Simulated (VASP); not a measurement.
A run of VASP 6.6.1 is set up as follows.

Contents of INCAR:

```
PREC = Accurate ; ENCUT = 750
EDIFF = 1E-6 ; ISMEAR = 0
SIGMA = 0.05 ; LREAL = F
LASPH = T ; NELM = 120
ALGO = Normal ; ISIF = 2
LWAVE = F ; LCHARG = F
GGA = PE ; NBANDS = 9
GGA_COMPAT = F
```

KPOINTS

```
regular mesh
0
Gamma
  14 14 14
```

The input POSCAR:

```
LiH
1.0
    0.0000000000      2.0042430360      2.0042430360
    2.0042430360      0.0000000000      2.0042430360
    2.0042430360      2.0042430360      0.0000000000
Li H
1 1
Direct
    0.0000000000      0.0000000000      0.0000000000
    0.5000000000      0.5000000000      0.5000000000
```

Potentials or basis: VASP PAW PBE potentials, release 64 (Li_sv, H).

The run is started by

```bash
$ cat potpaw_PBE.64/Li_sv/POTCAR potpaw_PBE.64/H/POTCAR > POTCAR
$ mpirun -np 1 vasp_std > vasp.out
```

Question: Estimate the band gap on the k mesh.

Answer: 2.98 eV.

Question: Predict the pressure.

Answer: -0.2 GPa.

A k mesh can miss the band edges.
